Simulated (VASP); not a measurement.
The system is MgO (wurtzite type).

```
Mg O
1.0
     3.18091    0.00000    0.00000
    -1.59046    2.75475    0.00000
     0.00000    0.00000    5.18488
Mg O
2 2
Direct
  0.33333 0.66667 0.00000
  0.66667 0.33333 0.50000
  0.33333 0.66667 0.37600
  0.66667 0.33333 0.87600
```

```yaml
Program: VASP 6.6.1
Task: relaxation of cell and atoms
Functional: PBE
Potentials_or_basis: VASP PAW PBE potentials, release 64 (Mg, O)
Cutoff: 600 eV
k_mesh: 15 × 15 × 8
Occupations: fermi-dirac, width 0.08 eV
Spin: no spin polarisation
```

At the start: pressure 9.4 GPa; volume 11.36 Å³/atom.

Q: Where does the relaxation end?

A: Over 10 steps the energy falls by 29.3 meV/atom and the volume is 12.13 Å³/atom (+6.8 %); space group P6_3mc (No. 186, to 0.1 Å) before and after.

The path:
```tsv
step	energy change (eV)	largest force (eV/Å)	pressure (GPa)	volume (Å³)
1	0.0000	0.1296	9.40	45.43
2	-0.0903	0.1342	-2.80	49.95
3	-0.0992	0.1379	-0.28	48.83
4	-0.1054	0.1071	-0.22	48.79
5	-0.1156	0.0384	-0.11	48.64
6	-0.1169	0.0172	-0.07	48.57
7	-0.1170	0.0092	-0.08	48.54
8	-0.1170	0.0111	-0.08	48.54
9	-0.1170	0.0116	0.12	48.46
10	-0.1170	0.0015	0.00	48.51
```

Final structure:
```cif
data_structure
_symmetry_space_group_name_H-M 'P 1'
_symmetry_Int_Tables_number 1
_cell_length_a 3.3108
_cell_length_b 3.3108
_cell_length_c 5.1102
_cell_angle_alpha 90.000
_cell_angle_beta 90.000
_cell_angle_gamma 120.000
_cell_volume 48.51
loop_
_atom_site_label
_atom_site_type_symbol
_atom_site_fract_x
_atom_site_fract_y
_atom_site_fract_z
_atom_site_occupancy
Mg1 Mg 0.33333 0.66667 0.99192 1
Mg2 Mg 0.66667 0.33333 0.49192 1
O1 O 0.33333 0.66667 0.38408 1
O2 O 0.66667 0.33333 0.88408 1
```
